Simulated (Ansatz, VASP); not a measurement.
# GaN in VASP and in Ansatz

```
CELL_PARAMETERS angstrom
3.26671 0.00000 0.00000
-1.63335 2.82905 0.00000
0.00000 0.00000 5.08574
ATOMIC_POSITIONS crystal
Ga 0.33333 0.66667 0.99913
Ga 0.66667 0.33333 0.49913
N 0.33333 0.66667 0.37587
N 0.66667 0.33333 0.87587
```

Change from the starting cell: strain +0.015 along x and y, -0.030 along z, atoms carried along.

Alike in both runs: task single point; functional PBE; k mesh 12 × 12 × 6; occupations gaussian, width 0.05 eV; no spin polarisation.

|  | VASP | Ansatz |
| --- | --- | --- |
| version | VASP 6.6.1 | Ansatz 0.2.0 |
| potentials or method | VASP PAW PBE potentials, release 64 (Ga_d, N), cutoff 520 eV | scalar-relativistic, plane waves, PAW |
| valence electrons in the cell | 36 | 36 |

VASP gave:

```
gap on the k mesh at the Fermi level (eV)                     : 1.72
least direct gap on the mesh (eV)                             : 1.72
pressure (GPa)                                                : 0.7
traceless stress, the component that is largest in VASP (GPa) : 10.97
rms of the force components (eV/Å)                            : 0.278
```

Question: Estimate Ansatz's values.

Answer: gap on the k mesh at the Fermi level (eV): 1.71; least direct gap on the mesh (eV): 1.71; pressure (GPa): 0.6; traceless stress, the component that is largest in VASP (GPa): 10.99; rms of the force components (eV/Å): 0.284.

Atom by atom the forces differ by 0.006 eV/Å (rms over components). The functional is the same, so the differences come from potentials, cutoffs and numerics.
